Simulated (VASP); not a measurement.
Input of a VASP 6.6.1 run:

INCAR

```
SYSTEM = RbNbP2
  PREC = Accurate
  ENCUT = 600
  EDIFF = 1E-6
  ISMEAR = 0
  SIGMA = 0.1
  LREAL = .FALSE.
  LASPH = .TRUE.
  NELM = 100
  ALGO = Normal
  ISIF = 3
  LWAVE = .FALSE.
  LCHARG = .FALSE.
  GGA = PE
  IBRION = 2
  NSW = 90
  EDIFFG = -0.04
```

Contents of KPOINTS:

```
Automatic mesh
0
G
  6 6 2
  0 0 0
```

File POSCAR:

```
RbNbP2
1.0
    4.7816684400      0.0000000000      0.0000000000
   -2.3908342200      4.1410463400      0.0000000000
    0.0000000000      0.0000000000      7.4911304300
Rb Nb P
1 1 2
Direct
    0.0000000000      0.0000000000      0.0000000000
    0.0000000000      0.0000000000      0.5000000000
    0.3333333300      0.6666666700      0.6219730000
    0.6666666700      0.3333333300      0.3780270000
```

Potentials or basis: VASP PAW PBE potentials, release 64 (Rb_sv, Nb_sv, P).

Launch:

```console
$ cat potpaw_PBE.64/Rb_sv/POTCAR potpaw_PBE.64/Nb_sv/POTCAR potpaw_PBE.64/P/POTCAR > POTCAR
$ mpirun -np 1 vasp_std > vasp.out
```

**Question.** Predict the space group after relaxing (to 0.1 Å).

**Answer.** P-3m1 (No. 164).

**Question.** What does it give for the band gap on the k mesh?

**Answer.** Zero (bands 16 and 17 overlap by 0.40 eV).

**Question.** Predict the relaxed volume.

**Answer.** 23.29 Å³/atom.

Final structure:
```
Rb Nb P
1.0
     3.62189    0.00000    0.00000
    -1.81095    3.13665    0.00000
     0.00000    0.00000    8.20033
Rb Nb P
1 1 2
Direct
  0.00000 0.00000 0.00000
  0.00000 0.00000 0.50000
  0.33333 0.66667 0.67946
  0.66667 0.33333 0.32054
```

Caveat: the k points lie up to 0.38 Å⁻¹ apart in the final cell; the volume moved by over 15 % at a fixed basis, so the end points are rough.
